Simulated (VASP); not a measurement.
Set up this calculation in VASP 6.6.1, as the native input.

```
Task                   : single point
Functional             : PBEsol
Potentials or basis    : VASP PAW PBE potentials, release 64 (Al, Ga_d, N)
Cutoff                 : 520 eV
k mesh                 : 6 × 6 × 6
Occupations            : gaussian, width 0.01 eV
Spin                   : no spin polarisation
Dipole correction      : no
Further INCAR settings : ALGO = Normal; EDIFF = 1e-06; NBANDS = 41
```

The structure of AlGa3N4 lies in POSCAR:

```
AlGa3N4
1.0
    4.4239671855      0.0000000000      0.0000000000
    0.0000000000      4.4239671855      0.0000000000
    0.0000000000      0.0000000000      4.4239671855
Al Ga N
1 3 4
Direct
    0.0000000000      0.0000000000      0.0000000000
    0.5000000000      0.5000000000      0.0000000000
    0.5000000000      0.0000000000      0.5000000000
    0.0000000000      0.5000000000      0.5000000000
    0.7550647040      0.7550647040      0.2449352960
    0.7550647040      0.2449352960      0.7550647040
    0.2449352960      0.7550647040      0.7550647040
    0.2449352960      0.2449352960      0.2449352960
```

The input as run:

INCAR

```
SYSTEM = AlGa3N4
PREC = Accurate
ENCUT = 520
EDIFF = 1E-6
ISMEAR = 0
SIGMA = 0.01
LREAL = .False.
LASPH = .True.
NELM = 80
ALGO = Normal
ISIF = 2
LWAVE = .False.
LCHARG = .False.
GGA = PS
NBANDS = 41
```

KPOINTS

```
Automatic mesh
0
Gamma
  6 6 6
  0 0 0
```

Potentials or basis: VASP PAW PBE potentials, release 64 (Al, Ga_d, N).

The run is started by

```bash
$ cat potpaw_PBE.64/Al/POTCAR potpaw_PBE.64/Ga_d/POTCAR potpaw_PBE.64/N/POTCAR > POTCAR
$ mpirun -np 1 vasp_std > vasp.out
```

It gave:

```json
{
 "Pressure": "5.8 GPa",
 "Largest force": "0.013 eV/Å",
 "Band gap on the k mesh": "2.52 eV"
}
```

Caveat: the cell stands under pressure; the PAW data sets were made with another functional, which shifts forces and pressure a little.

Wall time 54 s on 1 thread of AMD EPYC 9R45 96-Core Processor (Zen 5), on a shared host, peak memory 0.2 GiB.
